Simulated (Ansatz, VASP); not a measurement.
AlN in VASP and in Ansatz

The input POSCAR:

```
AlN
1.0
    3.1130000000      0.0000000000      0.0000000000
   -1.5565000000      2.6959370820      0.0000000000
    0.0000000000      0.0000000000      4.9810000000
Al N
2 2
Direct
    0.6666666667      0.3333333333      0.5000000000
    0.3333333333      0.6666666667      0.0000000000
    0.6666666667      0.3333333333      0.8800000000
    0.3333333333      0.6666666667      0.3800000000
```

INCAR.step1

```
SYSTEM = AlN
PREC     = Accurate       ! precision mode
ENCUT    = 600            ! plane-wave cutoff, eV
EDIFF    = 1E-5           ! SCF threshold, eV
ISMEAR   = -1             ! smearing method
SIGMA    = 0.05           ! smearing width, eV
LREAL    = .False.        ! projectors in reciprocal space
LASPH    = .True.         ! aspherical terms in the spheres
NELM     = 60             ! most SCF steps
ALGO     = Normal         ! electronic algorithm
LWAVE    = .True.         ! write WAVECAR
LCHARG   = .False.        ! write CHGCAR
GGA      = PE             ! functional
NBANDS   = 16             ! bands
```

The input INCAR.step2:

```
SYSTEM = AlN
PREC     = Accurate       ! precision mode
ENCUT    = 600            ! plane-wave cutoff, eV
EDIFF    = 1E-7           ! SCF threshold, eV
ISMEAR   = -1             ! smearing method
SIGMA    = 0.05           ! smearing width, eV
LREAL    = .False.        ! projectors in reciprocal space
LASPH    = .True.         ! aspherical terms in the spheres
NELM     = 60             ! most SCF steps
ALGO     = Normal         ! electronic algorithm
ISIF     = 3              ! what is computed and relaxed
LWAVE    = .False.        ! write WAVECAR
LCHARG   = .False.        ! write CHGCAR
GGA      = PE             ! functional
LHFCALC  = .True.         ! exact exchange
AEXX     = 1.0            ! exact-exchange fraction
ALDAC    = 0.0          
AGGAC    = 0.0          
PRECFOCK = Normal       
IBRION   = 2              ! ionic algorithm
NSW      = 60             ! ionic steps
EDIFFG   = -0.01          ! ionic threshold
ISTART   = 1
```

The input KPOINTS:

```
regular mesh
0
Gamma
  5 5 3
  0 0 0
```

Contents of input.yaml:

```yaml
crystal:
  lattice:
    - [3.113, 0.0, 0.0]
    - [-1.5565, 2.695937082, 0.0]
    - [0.0, 0.0, 4.981]
  atoms:
    - { symbol: Al, position: [0.6666666667, 0.3333333333, 0.5] }
    - { symbol: Al, position: [0.3333333333, 0.6666666667, 0.0] }
    - { symbol: "N", position: [0.6666666667, 0.3333333333, 0.88] }
    - { symbol: "N", position: [0.3333333333, 0.6666666667, 0.38] }
hamiltonian:
  xc: hf
  pseudopotentials: { kind: paw }
kpoints:
  mp_grid: { grid: [5, 5, 3] }
scf:
  occupations: { method: fermi_dirac, width: 0.05 }
output:
  forces: true
  stress: true
relax:
  f_tol: 0.01
  max_steps: 40
  cell: { stress_tol: 0.05 }
```

Alike in both runs: task relaxation of cell and atoms; functional HF; k mesh 5 × 5 × 3; occupations fermi-dirac, width 0.05 eV; no spin polarisation.

|  | VASP | Ansatz |
| --- | --- | --- |
| version | VASP 6.6.1 | Ansatz 0.2.0 |
| potentials or method | VASP PAW PBE potentials, release 64 (Al, N) | Ansatz PAW |
| plane-wave cutoff (eV) | 600 | 420 |
| valence electrons in the cell | 16 | 16 |

```tsv
	VASP	Ansatz	Ansatz less VASP
gap on the k mesh at the Fermi level, each at its own relaxed structure (eV)	12.54	13.64	+1.106
relaxed volume (Å³/atom)	10.33	10.34	+0.006
relaxed length of the cell vector where the two differ most in proportion (Å)	4.980	4.969	-0.0115
```

VASP's potentials were made for PBE, not for HF. One of these differences is far larger than is usual between the two programs; its cause wasn't traced.

The k mesh is coarse, so the values compare programs but aren't converged. Noted on Ansatz's run: odd divisions of the mesh miss points on the zone boundary, where band edges often lie, so the gap on the mesh can be too wide; the plane-wave basis is chosen anew once the cell has moved, so the energies of steps on either side of that aren't comparable.
